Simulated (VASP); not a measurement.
Here is a VASP 6.6.1 calculation.

Contents of INCAR:

```
SYSTEM = Zr
  PREC = Accurate
  ENCUT = 600
  EDIFF = 1E-6
  ISMEAR = -1
  SIGMA = 0.05
  LREAL = .False.
  LASPH = .True.
  NELM = 60
  ALGO = Normal
  ISIF = 3
  LWAVE = .False.
  LCHARG = .False.
  GGA = PE
  IVDW = 13
  IBRION = 2
  NSW = 80
  EDIFFG = -0.005
```

The input KPOINTS:

```
regular mesh
0
Gamma
  9 9 5
  0 0 0
```

The input POSCAR:

```
Zr
1.0
    3.2320000000      0.0000000000      0.0000000000
   -1.6160000000      2.7989941050      0.0000000000
    0.0000000000      0.0000000000      5.1470000000
Zr
2
Direct
    0.6666666667      0.3333333333      0.7500000000
    0.3333333333      0.6666666667      0.2500000000
```

Potentials or basis: VASP PAW PBE potentials, release 64 (Zr_sv).

Run with:

```console
$ cat potpaw_PBE.64/Zr_sv/POTCAR > POTCAR
$ mpirun -np 1 vasp_std > vasp.out
```

Question: Estimate the band gap on the k mesh.

Answer: Zero (band 12 reaches 9.99 eV, above the bottom of band 13 at 8.85 eV).

Question: What does it give for the relaxed cell?

Answer: a = 3.211 Å, b = 3.211 Å, c = 5.162 Å, α = 90.00°, β = 90.00°, γ = 120.00°.

Final structure:
```xyz
2
Lattice="3.2110 0.0000 0.0000 -1.6055 2.7808 0.0000 0.0000 0.0000 5.1622" Properties=species:S:1:pos:R:3 pbc="T T T"
Zr    1.6055    0.9269    3.8716
Zr    0.0000    1.8539    1.2905
```
